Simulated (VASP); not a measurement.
# Al2O3 (P-6m2) in VASP: notebook

Al2O3 is run at these levels: PBE+D3(BJ); tasks: single point.

Program: VASP 6.6.1. These are calculated values, not measurements. Logs are shortened: lines on timing, memory, paths and dates and some standing lists are left out, and cuts for length are marked.

## (1) The cell of the first run

Symmetry: P-6m2, No. 187, hexagonal system. Conventional cell: a = 2.896 Å, b = 2.896 Å, c = 6.640 Å, α = 90.00°, β = 90.00°, γ = 120.00°. Al (site symmetry 3m) has 6 O at 1.78 to 2.10 Å within 2.4 Å. Within 2.4 Å of O (site symmetry 3m) lie 3 Al at 1.78 Å. Within 2.9 Å of O (site symmetry -6m2) lie 6 Al at 2.10 Å and 12 O at 2.52 to 2.90 Å.

## (2) Single point, PBE+D3(BJ)

INCAR

```
SYSTEM = Al2O3
PREC = Accurate
ENCUT = 520
EDIFF = 1E-7
ISMEAR = 0
SIGMA = 0.05
LREAL = .FALSE.
LASPH = .TRUE.
NELM = 60
ALGO = Normal
ISIF = 2
LWAVE = .FALSE.
LCHARG = .FALSE.
GGA = PE
IVDW = 12
NBANDS = 20
```

KPOINTS

```
Automatic mesh
0
G
  9 9 4
  0 0 0
```

POSCAR

```
Al2O3
1.0
    2.8959000000      0.0000000000      0.0000000000
   -1.4479500000      2.5079229668      0.0000000000
    0.0000000000      0.0000000000      6.6396000000
Al O
2 3
Direct
    0.0000000000      0.0000000000      0.1907358529
    0.0000000000      0.0000000000      0.8092641471
    0.3333333333      0.6666666667      0.2840924954
    0.6666666667      0.3333333333      0.0000000000
    0.3333333333      0.6666666667      0.7159075046
```

Potentials or basis: VASP PAW PBE potentials, release 64 (Al, O).

The run is started by

```console
$ cat potpaw_PBE.64/Al/POTCAR potpaw_PBE.64/O/POTCAR > POTCAR
$ mpirun -np 1 vasp_std > vasp.out
```

OUTCAR:

```text
SYSTEM = Al2O3
   PREC = Accurate
   ENCUT = 520
   EDIFF = 1E-7
   ISMEAR = 0
   LREAL = .FALSE.
   LASPH = .TRUE.
   NELM = 60
   ISIF = 2
   GGA = PE
   IVDW = 12
 IVDW          = 12

 ion  position               nearest neighbor table
   1  0.000  0.000  0.191-   3 1.78   3 1.78   3 1.78   4 2.10   4 2.10   4 2.10   2 2.53
   2  0.000  0.000  0.809-   5 1.78   5 1.78   5 1.78   4 2.10   4 2.10   4 2.10   1 2.53
   3  0.333  0.667  0.284-   1 1.78   1 1.78   1 1.78
   4  0.667  0.333  0.000-   1 2.10   2 2.10   1 2.10   2 2.10   1 2.10   2 2.10
   5  0.333  0.667  0.716-   2 1.78   2 1.78   2 1.78

  LATTYP: Found a hexagonal cell.
 ALAT       =     2.8959000000
 C/A-ratio  =     2.2927587279

  Lattice vectors:

 A1 = (   2.8959000000,   0.0000000000,   0.0000000000)
 A2 = (  -1.4479500000,   2.5079229668,   0.0000000000)
 A3 = (   0.0000000000,   0.0000000000,   6.6396000000)

Analysis of symmetry for initial positions (statically):
=====================================================================
 Subroutine PRICEL returns:
 Original cell was already a primitive cell.

 Routine SETGRP: Setting up the symmetry group for a
 hexagonal supercell.

 Subroutine GETGRP returns: Found 12 space group operations
 (whereof 12 operations were pure point group operations)
 out of a pool of 24 trial point group operations.

The static configuration has the point symmetry D_3h.

Analysis of symmetry for dynamics (positions and initial velocities):
=====================================================================
 Subroutine PRICEL returns:
 Original cell was already a primitive cell.

 Routine SETGRP: Setting up the symmetry group for a
 hexagonal supercell.

 Subroutine GETGRP returns: Found 12 space group operations
 (whereof 12 operations were pure point group operations)
 out of a pool of 24 trial point group operations.

The dynamic configuration has the point symmetry D_3h.

 Subroutine INISYM returns: Found 12 space group operations
 (whereof 12 operations are pure point group operations),
 and found     1 'primitive' translations

----------------------------------------------------------------------------------------

                                     Primitive cell

  volume of cell :      48.2214

  direct lattice vectors                    reciprocal lattice vectors
     2.895900000  0.000000000  0.000000000     0.345315791  0.199368165  0.000000000
    -1.447950000  2.507922967  0.000000000     0.000000000  0.398736330  0.000000000
     0.000000000  0.000000000  6.639600000     0.000000000  0.000000000  0.150611483

  length of vectors
     2.895900000  2.895900000  6.639600000     0.398736330  0.398736330  0.150611483

  position of ions in fractional coordinates (direct lattice)
     0.000000000  0.000000000  0.190735853
     0.000000000  0.000000000  0.809264147
     0.333333333  0.666666667  0.284092495
     0.666666667  0.333333333  0.000000000
     0.333333333  0.666666667  0.715907505

  ion indices of the primitive-cell ions
   primitive index   ion index
                 1           1
                 2           2
                 3           3
                 4           4
                 5           5

----------------------------------------------------------------------------------------

 KPOINTS: Automatic mesh

Automatic generation of k-mesh.
 Grid dimensions read from file:
 generate k-points for:    9    9    4

 Generating k-lattice:

  Cartesian coordinates                     Fractional coordinates (reciprocal lattice)
     0.038368421  0.022152018  0.000000000     0.111111111  0.000000000  0.000000000
     0.000000000  0.044304037  0.000000000     0.000000000  0.111111111  0.000000000
     0.000000000  0.000000000  0.037652871     0.000000000  0.000000000  0.250000000

  Length of vectors
     0.044304037  0.044304037  0.037652871

  Shift w.r.t. Gamma in fractional coordinates (k-lattice)
     0.000000000  0.000000000  0.000000000

 Subroutine IBZKPT returns following result:
 ===========================================

 Found     36 irreducible k-points:

 Following reciprocal coordinates:
            Coordinates               Weight
  0.000000  0.000000  0.000000      1.000000
  0.111111  0.000000  0.000000      6.000000
  0.222222  0.000000  0.000000      6.000000
  0.333333 -0.000000  0.000000      6.000000
  0.444444  0.000000  0.000000      6.000000
  0.111111  0.111111  0.000000      6.000000
[... 16 lines left out ...]
  0.333333  0.222222  0.250000     24.000000
  0.333333  0.333333  0.250000      4.000000
 [... further k-points ...]
   k-points           NKPTS =     36   k-points in BZ     NKDIM =     36   number of bands    NBANDS=     20
   number of dos      NEDOS =    301   number of ions     NIONS =      5
   total plane-waves  NPLWV =  28800
   dimension x,y,z NGX =    24 NGY =   24 NGZ =   50
   dimension x,y,z NGXF=    48 NGYF=   48 NGZF=  100
   ions per type =               2   3
   NGX,Y,Z   is equivalent  to a cutoff of  13.78, 13.78, 12.52 a.u.
   NGXF,Y,Z  is equivalent  to a cutoff of  27.56, 27.56, 25.04 a.u.
 SYSTEM =  Al2O3
   PREC   = accura    normal or accurate (medium, high low for compatibility)
   ISTART =      0    job   : 0-new  1-cont  2-samecut
   ICHARG =      2    charge: 1-file 2-atom 10-const
   ISPIN  =      1    spin polarized calculation?
   LNONCOLLINEAR =      F non collinear calculations
   LSORBIT =      F    spin-orbit coupling
   LASPH  =      T    aspherical Exc in radial PAW
   ENCUT  =  520.0 eV  38.22 Ry    6.18 a.u.   5.38  5.38 12.35*2*pi/ulx,y,z
   NELM   =     60;   NELMIN=  2; NELMDL= -5     # of ELM steps
   EDIFF  = 0.1E-06   stopping-criterion for ELM
   LREAL  =      F    real-space projection
   EDIFFG = 0.1E-05   stopping-criterion for IOM
   NSW    =      0    number of steps for IOM
   IBRION =     -1    ionic relax: 0-MD 1-quasi-New 2-CG
   NFREE  =      0    steps in history (QN), initial steepest desc. (CG)
   ISIF   =      2    stress and relaxation
   ISYM   =      2    0-nonsym 1-usesym 2-fastsym
   POTIM  = 0.5000    time-step for ionic-motion
   TEBEG  =    0.0;   TEEND  =   0.0 temperature during run
   PSTRESS=    0.0 pullay stress
   NELECT =      24.0000    total number of electrons
   NUPDOWN=      -1.0000    fix difference up-down
   EMIN   =  10.00;   EMAX   =-10.00  energy-range for DOS
   EFERMI =   0.00;   METHOD = LEGACY
   ISMEAR =     0;   SIGMA  =   0.05  broadening in eV -4-tet -1-fermi 0-gaus
   EFERMI_NEDOS =   21; number of points for ismear=-14 and -15
   IALGO  =     38    algorithm
   IMIX   =      4    mixing-type and parameters
     AMIX     =   0.40;   BMIX     =  1.00
     AMIX_MAG =   1.60;   BMIX_MAG =  1.00
  volume/ion in A,a.u.               =       9.64        65.08
  Fermi-wavevector in a.u.,A,eV,Ry     =   1.297374  2.451682 22.901062  1.683181
  Thomas-Fermi vector in A             =   2.428771
   LORBIT       =      0    0 simple, 1 ext, 2 COOP (PROOUT), +10 PAW based schemes
   GGA     = PE    functional components
   LHFCALC =     F    Hartree Fock is set to
   AEXX    =    0.0000 exact exchange contribution
   IVDW    =    12    specifies the selected vdW correction
   LEPSILON=     F    determine dielectric tensor
   LRPA    =     F    only Hartree local field effects (RPA)
 non-spin polarized calculation
 Gauss-broadening in eV      SIGMA  =   0.05
  energy-cutoff  :      520.00
  volume of cell :       48.22
 maximum number of plane-waves:      1345
 NGX is ok and might be reduce to    24
   NGX = 11   NGY = 11   NGZ = 25

 number of electron      23.9999993 magnetization

 Free energy of the ion-electron system (eV)
  ---------------------------------------------------
  ext. energy  EPLUGINS =         0.00000000
  ---------------------------------------------------
  free energy    TOTEN  =       -35.86710820 eV

  energy without entropy =      -35.86710820  energy(sigma->0) =      -35.86710820

 E-fermi :   5.3053     XC(G=0): -10.7482

 val. band max:        5.0685869472   @ k =   0.1111   0.0000   0.0000
 cond. band min:       8.9919687994   @ k =   0.0000   0.0000   0.0000
 fundamental gap:      3.9233818522
 Fermi energy:         5.3053025614

 k-point     1 :       0.0000    0.0000    0.0000
  band No.  band energies     occupation
      1     -14.9975      2.00000
      2     -13.0842      2.00000
      3     -11.9981      2.00000
      4      -0.2813      2.00000
      5       2.0773      2.00000
      6       2.3390      2.00000
[... 12 lines left out ...]
     19      19.5595      0.00000
     20      19.5595      0.00000

 k-point     2 :       0.1111    0.0000    0.0000
  band No.  band energies     occupation
      1     -14.8422      2.00000
      2     -12.9732      2.00000
      3     -11.9601      2.00000
      4      -0.2749      2.00000
      5       1.2388      2.00000
      6       2.1581      2.00000
[... 12 lines left out ...]
     19      18.9795      0.00000
     20      19.8443      0.00000

 k-point     3 :       0.2222    0.0000    0.0000
  band No.  band energies     occupation
      1     -14.4067      2.00000
      2     -12.6769      2.00000
      3     -11.8848      2.00000
      4      -0.4320      2.00000
      5      -0.1149      2.00000
      6       1.6567      2.00000
[... 12 lines left out ...]
     19      19.8564      0.00000
     20      20.0524      0.00000

 k-point     4 :       0.3333   -0.0000    0.0000
  band No.  band energies     occupation
      1     -13.7956      2.00000
      2     -12.3084      2.00000
      3     -11.8728      2.00000
      4      -1.4188      2.00000
      5      -0.9640      2.00000
      6       0.6839      2.00000
[... 429 lines left out ...]
 k-point    23 :       0.3333    0.2222    0.2500
  band No.  band energies     occupation
      1     -13.0258      2.00000
      2     -12.0205      2.00000
      3     -11.9150      2.00000
      4      -1.9439      2.00000
      5      -1.1580      2.00000
      6      -0.2219      2.00000
[... 12 lines left out ...]
     19      18.6801      0.00000
     20      19.2494      0.00000

 k-point    24 :       0.3333    0.3333    0.2500
  band No.  band energies     occupation
      1     -12.8479      2.00000
      2     -12.0195      2.00000
      3     -11.8947      2.00000
      4      -1.9621      2.00000
      5      -0.9769      2.00000
      6      -0.4586      2.00000
[... 12 lines left out ...]
     19      18.8362      0.00000
     20      18.9221      0.00000

 [... further k-points ...]

------------------------ aborting loop because EDIFF is reached ----------------------------------------

 Edisp (eV)   -1.04549

 E8    (eV) :    -0.3954

  FORCE on cell =-STRESS in cart. coord.  units (eV):
  Direction    XX          YY          ZZ          XY          YZ          ZX
  --------------------------------------------------------------------------------------
  -------------------------------------------------------------------------------------
  Total      -0.02697    -0.02697     8.60844     0.00000     0.00000     0.00000
  in kB      -0.89601    -0.89601   286.01933     0.00000     0.00000     0.00000
  external pressure =       94.74 kB  Pullay stress =        0.00 kB

 VOLUME and BASIS-vectors are now :
 -----------------------------------------------------------------------------
  energy-cutoff  :      520.00
  volume of cell :       48.22
      direct lattice vectors                 reciprocal lattice vectors
     2.895900000  0.000000000  0.000000000     0.345315791  0.199368165  0.000000000
    -1.447950000  2.507922967  0.000000000     0.000000000  0.398736330  0.000000000
     0.000000000  0.000000000  6.639600000     0.000000000  0.000000000  0.150611483

 POSITION                                       TOTAL-FORCE (eV/Angst)
 -----------------------------------------------------------------------------------
      0.00000      0.00000      1.26641         0.000000     -0.000000      1.591944
      0.00000      0.00000      5.37319         0.000000     -0.000000     -1.591944
     -0.00000      1.67195      1.88626        -0.000000      0.000000      0.880152
      1.44795      0.83597      0.00000         0.000000     -0.000000     -0.000000
     -0.00000      1.67195      4.75334        -0.000000      0.000000     -0.880152
 -----------------------------------------------------------------------------------
    total drift:                                0.000000     -0.000000      0.000000

  FREE ENERGIE OF THE ION-ELECTRON SYSTEM (eV)
  ---------------------------------------------------
  free  energy   TOTEN  =       -36.9125964206 eV

  energy  without entropy=      -36.9125964206  energy(sigma->0) =      -36.91259642
```

Wall time 20 s (1 thread of AMD EPYC 9R45 (Zen 5), shared host); peak memory 0.16 GiB.

Results:

* Free energy: -36.9126 eV
* Pressure: 9.5 GPa
* Largest force: 1.592 eV/Å
* Band gap on the k mesh: 3.92 eV (least direct gap 4.02 eV)
* Dispersion energy per atom: -0.209 eV

Forces on the atoms (eV/Å):
```
Al   0.000  0.000  1.592
Al   0.000  0.000 -1.592
O    0.000  0.000  0.880
O    0.000  0.000  0.000
O    0.000  0.000 -0.880
```

Levels at points of the mesh, in eV from the valence-band top:
```csv
k point,band 10,band 11,band 12,band 13,band 14,band 15
"(0.00, 0.00, 0.00)",-1.53,-1.53,-0.10,3.92,6.88,8.56
"(0.00, 0.00, 0.50)",-1.49,-1.49,-1.19,4.44,6.94,7.91
```

Caveat: the cell stands under pressure; an odd mesh through Γ misses points on the zone boundary, where band edges can lie; forces of over 1 eV/Å act on the atoms, so gaps and moduli don't describe the material at rest.

(Continued in part 2 of 2.)
